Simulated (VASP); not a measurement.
# C (Fd-3m) in VASP: further runs

The runs below take C through single point, with PBE.

Everything below comes from runs of VASP 6.6.1. Logs are shortened: lines on timing, memory, paths and dates and some standing lists are left out, and cuts for length are marked.

## (1) The cell of the first run

The structure is cubic, space group Fd-3m (No. 227). Conventional cell: a = 3.572 Å, b = 3.572 Å, c = 3.572 Å, α = 90.00°, β = 90.00°, γ = 90.00°. Within 2.1 Å of C (site symmetry -43m) lie 4 C at 1.55 Å.

## (2) Single point, PBE

INCAR reads:

```
ALGO = Normal ; EDIFF = 1E-6
ENCUT = 520 ; GGA = PE
ISIF = 2 ; ISMEAR = -1
LASPH = True ; LCHARG = True
LELF = True ; LREAL = False
LVHAR = True ; LWAVE = False
NBANDS = 16 ; NELM = 60
PREC = Accurate ; SIGMA = 0.02
```

KPOINTS reads:

```
k-points
0
Gamma
  12 8 12
```

POSCAR reads:

```
C
1.0
   -1.7858175697      1.7858175697      0.0000000000
    0.0000000000      0.0000000000      3.5716351394
    1.7858175697      1.7858175697      0.0000000000
C
4
Direct
    0.5000000000      0.3750000000      0.2500000000
    0.0000000000      0.8750000000      0.7500000000
    0.0000000000      0.1250000000      0.2500000000
    0.5000000000      0.6250000000      0.7500000000
```

Potentials or basis: VASP PAW PBE potentials, release 64 (C).

On the command line:

```sh
> cat potpaw_PBE.64/C/POTCAR > POTCAR
> mpirun -np 1 vasp_std > vasp.out
```

OUTCAR:

```text
EDIFF = 1E-6
   ENCUT = 520
   GGA = PE
   ISIF = 2
   ISMEAR = -1
   LASPH = True
   LREAL = False
   NELM = 60
   PREC = Accurate

 ion  position               nearest neighbor table
   1  0.500  0.375  0.250-   3 1.55   4 1.55   4 1.55   3 1.55
   2  0.000  0.875  0.750-   3 1.55   4 1.55   3 1.55   4 1.55
   3  0.000  0.125  0.250-   1 1.55   2 1.55   2 1.55   1 1.55
   4  0.500  0.625  0.750-   1 1.55   2 1.55   1 1.55   2 1.55

  LATTYP: Found a simple tetragonal cell.
 ALAT       =     2.5255274270
 C/A-ratio  =     1.4142135624

  Lattice vectors:

 A1 = (   1.7858175697,  -1.7858175697,   0.0000000000)
 A2 = (   1.7858175697,   1.7858175697,   0.0000000000)
 A3 = (   0.0000000000,   0.0000000000,   3.5716351394)

Analysis of symmetry for initial positions (statically):
=====================================================================
 Subroutine PRICEL returns following result:

  LATTYP: Found a face centered cubic cell.
 ALAT       =     3.5716351394

  Lattice vectors:

 A1 = (   1.7858175697,   0.0000000000,   1.7858175697)
 A2 = (   1.7858175697,   1.7858175697,   0.0000000000)
 A3 = (   0.0000000000,   1.7858175697,   1.7858175697)

   2 primitive cells build up your supercell.

 Routine SETGRP: Setting up the symmetry group for a
 simple tetragonal supercell.

 Subroutine GETGRP returns: Found 16 space group operations
 (whereof  4 operations were pure point group operations)
 out of a pool of 16 trial point group operations.

The static configuration has the point symmetry C_2h.
 The point group associated with its full space group is D_4h.

Analysis of symmetry for dynamics (positions and initial velocities):
=====================================================================
 Subroutine PRICEL returns following result:

  LATTYP: Found a face centered cubic cell.
 ALAT       =     3.5716351394

  Lattice vectors:

 A1 = (   1.7858175697,   0.0000000000,   1.7858175697)
 A2 = (   1.7858175697,   1.7858175697,   0.0000000000)
 A3 = (   0.0000000000,   1.7858175697,   1.7858175697)

   2 primitive cells build up your supercell.

 Routine SETGRP: Setting up the symmetry group for a
 simple tetragonal supercell.

 Subroutine GETGRP returns: Found 16 space group operations
 (whereof  4 operations were pure point group operations)
 out of a pool of 16 trial point group operations.

The dynamic configuration has the point symmetry C_2h.
 The point group associated with its full space group is D_4h.

 Subroutine INISYM returns: Found 16 space group operations
 (whereof  4 operations are pure point group operations),
 and found     2 'primitive' translations

----------------------------------------------------------------------------------------

                                     Primitive cell

  volume of cell :      11.3905

  direct lattice vectors                    reciprocal lattice vectors
     1.785817570  0.000000000  1.785817570     0.279983806 -0.279983806  0.279983806
     1.785817570  1.785817570  0.000000000     0.279983806  0.279983806 -0.279983806
     0.000000000  1.785817570  1.785817570    -0.279983806  0.279983806  0.279983806

  length of vectors
     2.525527427  2.525527427  2.525527427     0.484946177  0.484946177  0.484946177

  position of ions in fractional coordinates (direct lattice)
     0.875000000  0.875000000  0.875000000
     0.125000000  0.125000000  0.125000000

  ion indices of the primitive-cell ions
   primitive index   ion index
                 1           1
                 2           3

----------------------------------------------------------------------------------------

 KPOINTS: k-points

Automatic generation of k-mesh.
 Grid dimensions read from file:
 generate k-points for:   12    8   12

 Generating k-lattice:

  Cartesian coordinates                     Fractional coordinates (reciprocal lattice)
    -0.023331984  0.023331984  0.000000000     0.083333333  0.000000000  0.000000000
     0.000000000  0.000000000  0.034997976     0.000000000  0.125000000  0.000000000
     0.023331984  0.023331984  0.000000000     0.000000000  0.000000000  0.083333333

  Length of vectors
     0.032996408  0.034997976  0.032996408

  Shift w.r.t. Gamma in fractional coordinates (k-lattice)
     0.000000000  0.000000000  0.000000000

 Subroutine IBZKPT returns following result:
 ===========================================

 Found    140 irreducible k-points:

 Following reciprocal coordinates:
            Coordinates               Weight
  0.000000  0.000000  0.000000      1.000000
  0.083333  0.000000  0.000000      4.000000
  0.166667  0.000000  0.000000      4.000000
  0.250000  0.000000  0.000000      4.000000
  0.333333  0.000000  0.000000      4.000000
  0.416667  0.000000  0.000000      4.000000
[... 16 lines left out ...]
  0.083333  0.375000  0.000000      8.000000
  0.166667  0.375000  0.000000      8.000000
 [... further k-points ...]
   k-points           NKPTS =    140   k-points in BZ     NKDIM =    140   number of bands    NBANDS=     16
   number of dos      NEDOS =    301   number of ions     NIONS =      4
   total plane-waves  NPLWV =  11200
   dimension x,y,z NGX =    20 NGY =   28 NGZ =   20
   dimension x,y,z NGXF=    40 NGYF=   56 NGZF=   40
   ions per type =               4
   NGX,Y,Z   is equivalent  to a cutoff of  13.17, 13.03, 13.17 a.u.
   NGXF,Y,Z  is equivalent  to a cutoff of  26.33, 26.07, 26.33 a.u.
 SYSTEM =  unknown system
   PREC   = accura    normal or accurate (medium, high low for compatibility)
   ISTART =      0    job   : 0-new  1-cont  2-samecut
   ICHARG =      2    charge: 1-file 2-atom 10-const
   ISPIN  =      1    spin polarized calculation?
   LNONCOLLINEAR =      F non collinear calculations
   LSORBIT =      F    spin-orbit coupling
   LASPH  =      T    aspherical Exc in radial PAW
   ENCUT  =  520.0 eV  38.22 Ry    6.18 a.u.   4.70  6.64  4.70*2*pi/ulx,y,z
   NELM   =     60;   NELMIN=  2; NELMDL= -5     # of ELM steps
   EDIFF  = 0.1E-05   stopping-criterion for ELM
   LREAL  =      F    real-space projection
   EDIFFG = 0.1E-04   stopping-criterion for IOM
   NSW    =      0    number of steps for IOM
   IBRION =     -1    ionic relax: 0-MD 1-quasi-New 2-CG
   NFREE  =      0    steps in history (QN), initial steepest desc. (CG)
   ISIF   =      2    stress and relaxation
   ISYM   =      2    0-nonsym 1-usesym 2-fastsym
   POTIM  = 0.5000    time-step for ionic-motion
   TEBEG  =    0.0;   TEEND  =   0.0 temperature during run
   PSTRESS=    0.0 pullay stress
   NELECT =      16.0000    total number of electrons
   NUPDOWN=      -1.0000    fix difference up-down
   EMIN   =  10.00;   EMAX   =-10.00  energy-range for DOS
   EFERMI =   0.00;   METHOD = LEGACY
   ISMEAR =    -1;   SIGMA  =   0.02  broadening in eV -4-tet -1-fermi 0-gaus
   EFERMI_NEDOS =   21; number of points for ismear=-14 and -15
   IALGO  =     38    algorithm
   IMIX   =      4    mixing-type and parameters
     AMIX     =   0.40;   BMIX     =  1.00
     AMIX_MAG =   1.60;   BMIX_MAG =  1.00
  volume/ion in A,a.u.               =       5.70        38.43
  Fermi-wavevector in a.u.,A,eV,Ry     =   1.455206  2.749940 28.812021  2.117624
  Thomas-Fermi vector in A             =   2.572267
   LORBIT       =      0    0 simple, 1 ext, 2 COOP (PROOUT), +10 PAW based schemes
   GGA     = PE    functional components
   LHFCALC =     F    Hartree Fock is set to
   AEXX    =    0.0000 exact exchange contribution
   IVDW    =     0    specifies the selected vdW correction
   LEPSILON=     F    determine dielectric tensor
   LRPA    =     F    only Hartree local field effects (RPA)
 non-spin polarized calculation
  energy-cutoff  :      520.00
  volume of cell :       22.78
 maximum number of plane-waves:       633
 NGX is ok and might be reduce to    20
   NGX =  9   NGY = 13   NGZ =  9

 number of electron      16.0000000 magnetization

 Free energy of the ion-electron system (eV)
  ---------------------------------------------------
  ext. energy  EPLUGINS =         0.00000000
  ---------------------------------------------------
  free energy    TOTEN  =       -36.37155242 eV

  energy without entropy =      -36.37155242  energy(sigma->0) =      -36.37155242

 E-fermi :  10.1361     XC(G=0): -13.2303

 val. band max:        9.6704577709   @ k =   0.0000   0.0000   0.0000
 cond. band min:      13.7939262180   @ k =   0.0000   0.2500   0.0000
 fundamental gap:      4.1234684471
 Fermi energy:        10.1360833262

 k-point     1 :       0.0000    0.0000    0.0000
  band No.  band energies     occupation
      1     -11.7515      2.00000
      2      -3.0637      2.00000
      3      -3.0637      2.00000
      4       3.3975      2.00000
      5       3.3975      2.00000
      6       9.6705      2.00000
[... 8 lines left out ...]
     15      26.4169      0.00000
     16      26.4169      0.00000

 k-point     2 :       0.0833    0.0000    0.0000
  band No.  band energies     occupation
      1     -11.6235      2.00000
      2      -3.0199      2.00000
      3      -2.9490      2.00000
      4       2.7730      2.00000
      5       3.5042      2.00000
      6       8.9648      2.00000
[... 8 lines left out ...]
     15      26.1024      0.00000
     16      26.2527      0.00000

 k-point     3 :       0.1667    0.0000    0.0000
  band No.  band energies     occupation
      1     -11.2408      2.00000
      2      -2.9719      2.00000
      3      -2.6050      2.00000
      4       1.4440      2.00000
      5       3.8196      2.00000
      6       7.4346      2.00000
[... 8 lines left out ...]
     15      25.2352      0.00000
     16      25.8218      0.00000
[... 362 lines left out ...]
 k-point    23 :       0.0833    0.3750    0.0000
  band No.  band energies     occupation
      1     -10.3374      2.00000
      2      -8.0968      2.00000
      3       2.7571      2.00000
      4       4.4920      2.00000
      5       4.7280      2.00000
      6       5.4570      2.00000
[... 8 lines left out ...]
     15      22.8251      0.00000
     16      22.8305      0.00000

 k-point    24 :       0.1667    0.3750    0.0000
  band No.  band energies     occupation
      1      -9.9613      2.00000
      2      -7.7402      2.00000
      3       1.4033      2.00000
      4       3.6700      2.00000
      5       4.5247      2.00000
      6       4.9899      2.00000
[... 8 lines left out ...]
     15      22.1677      0.00000
     16      22.9771      0.00000

 [... further k-points ...]

------------------------ aborting loop because EDIFF is reached ----------------------------------------

  FORCE on cell =-STRESS in cart. coord.  units (eV):
  Direction    XX          YY          ZZ          XY          YZ          ZX
  --------------------------------------------------------------------------------------
  -------------------------------------------------------------------------------------
  Total        0.0918257      0.0918257      0.0918715      0.0000000      0.0000000      0.0000000
  in kB        6.4580844      6.4580844      6.4613035      0.0000000      0.0000000      0.0000000
  external PRESSURE =       6.4591575 kB  Pullay stress =       0.0000000 kB

 VOLUME and BASIS-vectors are now :
 -----------------------------------------------------------------------------
  energy-cutoff  :      520.00
  volume of cell :       22.78
      direct lattice vectors                 reciprocal lattice vectors
    -1.785817570  1.785817570  0.000000000    -0.279983806  0.279983806  0.000000000
     0.000000000  0.000000000  3.571635139     0.000000000  0.000000000  0.279983806
     1.785817570  1.785817570  0.000000000     0.279983806  0.279983806  0.000000000

 POSITION                                       TOTAL-FORCE (eV/Angst)
 -----------------------------------------------------------------------------------
     -0.44645      1.33936      1.33936        -0.000000      0.000000     -0.000000
      1.33936      1.33936      3.12518         0.000000     -0.000000      0.000000
      0.44645      0.44645      0.44645         0.000000      0.000000      0.000000
      0.44645      2.23227      2.23227        -0.000000     -0.000000      0.000000
 -----------------------------------------------------------------------------------
    total drift:                                0.000000      0.000000     -0.000000

  FREE ENERGIE OF THE ION-ELECTRON SYSTEM (eV)
  ---------------------------------------------------
  free  energy   TOTEN  =       -36.3715524228 eV

  energy  without entropy=      -36.3715524228  energy(sigma->0) =      -36.37155242
```

Run time: 23 s. Hardware: 1 thread of Intel Xeon Platinum 8488C (Sapphire Rapids), shared host; peak memory 0.15 GiB.

What came out:

| Item | Value |
| --- | --- |
| Free energy | -36.3716 eV |
| Pressure | 0.6 GPa |
| Band gap on the k mesh | 4.12 eV |

Levels at points of the mesh, in eV from the valence-band top:
```
           k point  band 6  band 7  band 8  band 9  band 10  band 11
(0.00, 0.00, 0.00)    0.00    0.00    0.00    4.75     4.75     5.58
(0.50, 0.00, 0.00)   -7.58   -3.00   -3.00    7.91     7.91     9.98
(0.00, 0.50, 0.00)   -4.10   -4.10   -4.10    4.43     4.43    10.22
(0.50, 0.50, 0.00)   -2.79   -2.79   -2.79    8.44     8.44     8.44
(0.50, 0.00, 0.50)   -6.27   -6.27   -6.27    4.75     4.75     4.75
(0.50, 0.50, 0.50)   -8.29   -8.29   -8.29   10.60    10.60    10.60
```

A k mesh can miss the band edges.

## (3) Single point, PBE

INCAR reads:

```
SYSTEM = C
PREC     = Accurate       ! precision mode
ENCUT    = 520            ! plane-wave cutoff, eV
EDIFF    = 1E-7           ! SCF threshold, eV
ISMEAR   = -1             ! smearing method
SIGMA    = 0.02           ! smearing width, eV
LREAL    = .FALSE.        ! projectors in reciprocal space
LASPH    = .TRUE.         ! aspherical terms in the spheres
NELM     = 80             ! most SCF steps
ALGO     = Normal         ! electronic algorithm
ISIF     = 2              ! what is computed and relaxed
LWAVE    = .FALSE.        ! write WAVECAR
LCHARG   = .TRUE.         ! write CHGCAR
GGA      = PE             ! functional
LELF     = .TRUE.         ! ELF
LVHAR    = .TRUE.       
NBANDS   = 16             ! bands
```

KPOINTS reads:

```
regular mesh
0
G
  12 8 12
  0 0 0
```

POSCAR is that of step 2.

Potentials or basis: VASP PAW PBE potentials, release 64 (C).

On the command line:

```sh
> cat potpaw_PBE.64/C/POTCAR > POTCAR
> mpirun -np 1 vasp_std > vasp.out
```

Wall time 23 s (1 thread of Intel Xeon Platinum 8488C (Sapphire Rapids), shared host); peak memory 0.15 GiB.

The run converged. Its results:

* Free energy: -36.3716 eV
* Pressure: 0.6 GPa
* Band gap on the k mesh: 4.12 eV

Levels at points of the mesh, in eV from the valence-band top:
| k point | band 4 | band 5 | band 6 | band 7 | band 8 | band 9 | band 10 | band 11 | band 12 | band 13 |
| --- | --- | --- | --- | --- | --- | --- | --- | --- | --- | --- |
| (0.00, 0.00, 0.00) | -6.27 | -6.27 | 0.00 | 0.00 | 0.00 | 4.75 | 4.75 | 5.58 | 5.58 | 5.58 |
| (0.50, 0.00, 0.00) | -8.68 | -7.58 | -7.58 | -3.00 | -3.00 | 7.91 | 7.91 | 9.98 | 9.98 | 12.31 |
| (0.00, 0.50, 0.00) | -4.51 | -4.10 | -4.10 | -4.10 | -4.10 | 4.43 | 4.43 | 10.22 | 10.22 | 11.55 |
| (0.50, 0.50, 0.00) | -13.33 | -2.79 | -2.79 | -2.79 | -2.79 | 8.44 | 8.44 | 8.44 | 8.44 | 8.79 |
| (0.50, 0.00, 0.50) | -12.73 | -6.27 | -6.27 | -6.27 | -6.27 | 4.75 | 4.75 | 4.75 | 4.75 | 16.75 |
| (0.50, 0.50, 0.50) | -11.95 | -8.29 | -8.29 | -8.29 | -8.29 | 10.60 | 10.60 | 10.60 | 10.60 | 12.27 |
